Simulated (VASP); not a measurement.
Rb: single point with PBE

The system is Rb.

```xyz
1
Lattice="-2.8390 2.8390 2.8390 2.8390 -2.8390 2.8390 2.8390 2.8390 -2.8390" Properties=species:S:1:pos:R:3 pbc="T T T"
Rb    0.0000    0.0000    0.0000
```

```yaml
Program: VASP 6.6.1
Task: single point
Functional: PBE
Potentials_or_basis: VASP PAW PBE potentials, release 64 (Rb_sv)
Cutoff: 520 eV
k_mesh: 8 × 8 × 8
Occupations: gaussian, width 0.05 eV
Spin: no spin polarisation
Dipole_correction: no
Further_INCAR_settings: ALGO = Normal; EDIFF = 1e-07; NBANDS = 10
```

```
Pressure               : 0.0 GPa
Band gap on the k mesh : zero (an odd number of electrons rules out a gap without spin polarisation)
```

Levels at points of the mesh, in eV from the Fermi level:
| k point | band 2 | band 3 | band 4 | band 5 | band 6 | band 7 |
| --- | --- | --- | --- | --- | --- | --- |
| (0.00, 0.00, 0.00) | -12.99 | -12.99 | -12.99 | -2.01 | 3.63 | 3.63 |
| (0.50, 0.00, 0.00) | -13.08 | -13.02 | -12.99 | 0.20 | 0.73 | 2.54 |
| (0.50, 0.50, 0.50) | -13.06 | -13.06 | -13.06 | 1.22 | 1.22 | 3.19 |

Wall time 28 s on 1 thread of Intel(R) Xeon(R) Platinum 8259CL CPU @ 2.50GHz (Skylake/Cascade Lake) (shared host), peak memory 0.23 GiB.
